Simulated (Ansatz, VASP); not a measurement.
One calculation of ZrC, two programs

```
CELL_PARAMETERS angstrom
3.34564 0.00000 0.00000
-1.67282 2.89741 0.00000
0.00000 0.00000 5.21856
ATOMIC_POSITIONS crystal
Zr 0.66667 0.33333 0.75000
Zr 0.33333 0.66667 0.25000
C 0.00000 0.00000 0.50000
C 0.00000 0.00000 0.00000
```

Change from the starting cell: volume scaled by 0.96.

Alike in both runs: task single point; functional PBEsol; k mesh 9 × 9 × 5; occupations fermi-dirac, width 0.05 eV; no spin polarisation.

|  | VASP | Ansatz |
| --- | --- | --- |
| version | VASP 6.6.1 | Ansatz 0.2.0 |
| potentials or method | VASP PAW PBE potentials, release 64 (Zr_sv, C), cutoff 520 eV | all-electron LAPW, scalar-relativistic |

VASP gave:

```
gap on the k mesh at the Fermi level (eV)                     : none
pressure (GPa)                                                : 1.5
traceless stress, the component that is largest in VASP (GPa) : 0.94
```

Question: Estimate Ansatz's values.

Answer: gap on the k mesh at the Fermi level (eV): none; pressure (GPa): 1.2; traceless stress, the component that is largest in VASP (GPa): 0.95.

VASP's potentials were made for PBE, not for PBEsol. A gap of «none» marks a metal or a gap that the smearing closes. Ansatz ran all-electron here, and VASP with PAW potentials.
